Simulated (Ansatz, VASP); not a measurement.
Two plane-wave programs on KF

```
K F
1.0
     0.00000    2.65441    2.65441
     2.65441    0.00000    2.65441
     2.65441    2.65441    0.00000
K F
1 1
Direct
  0.85000 0.80700 0.63600
  0.35000 0.30700 0.13600
```

Alike in both runs: task single point; functional PBE; k mesh 8 × 8 × 8; occupations gaussian, width 0.01 eV; no spin polarisation; Hubbard terms F p U = 2.7 eV.

```csv
,VASP,Ansatz
version,VASP 6.6.1,Ansatz 0.2.0
potentials or method,"VASP PAW PBE potentials, release 64 (K_sv, F), cutoff 600 eV","scalar-relativistic, plane waves, PAW"
valence electrons in the cell,16,16
```

Ansatz gave:

```
gap on the k mesh at the Fermi level (eV) : 7.35
least direct gap on the mesh (eV)         : 7.35
```

Task: Estimate VASP's values.

Result: gap on the k mesh at the Fermi level (eV): 6.52; least direct gap on the mesh (eV): 6.52.

The programs project onto different local orbitals, so the same U acts differently, and such runs can settle in different states.
